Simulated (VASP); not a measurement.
Input of a VASP 6.6.1 run:

The input INCAR:

```
PREC = Accurate
ENCUT = 520
EDIFF = 1E-7
ISMEAR = 0
SIGMA = 0.15
LREAL = False
LASPH = True
NELM = 60
ALGO = Fast
ISIF = 2
LWAVE = False
LCHARG = False
NBANDS = 11
```

KPOINTS

```
Automatic mesh
0
Gamma
  22 22 22
```

The input POSCAR:

```
Pt
1.0
   -1.6317466000      1.6317466000      1.6079833000
    1.6317466000     -1.6317466000      1.6079833000
    1.6317466000      1.6317466000     -1.6079833000
Pt
1
Direct
    0.0000000000      0.0000000000      0.0000000000
```

Potentials or basis: VASP PAW LDA potentials, release 64 (Pt).

Command:

```sh
$ cat potpaw_LDA.64/Pt/POTCAR > POTCAR
$ mpirun -np 1 vasp_std > vasp.out
```

Task: Estimate the pressure.

Result: -27.6 GPa.

Task: Estimate the band gap on the k mesh.

Result: Zero (bands 5 and 6 overlap by 1.82 eV).

Stress tensor (GPa, compression positive):
```
-27.25   0.00   0.00
  0.00 -27.25   0.00
  0.00   0.00 -28.44
```

Caveat: the cell differs from its parent crystal (strain +0.030 along x and y, +0.015 along z); the cell stands under tension; spin-orbit coupling is left out, which moves the levels of the heavy elements.
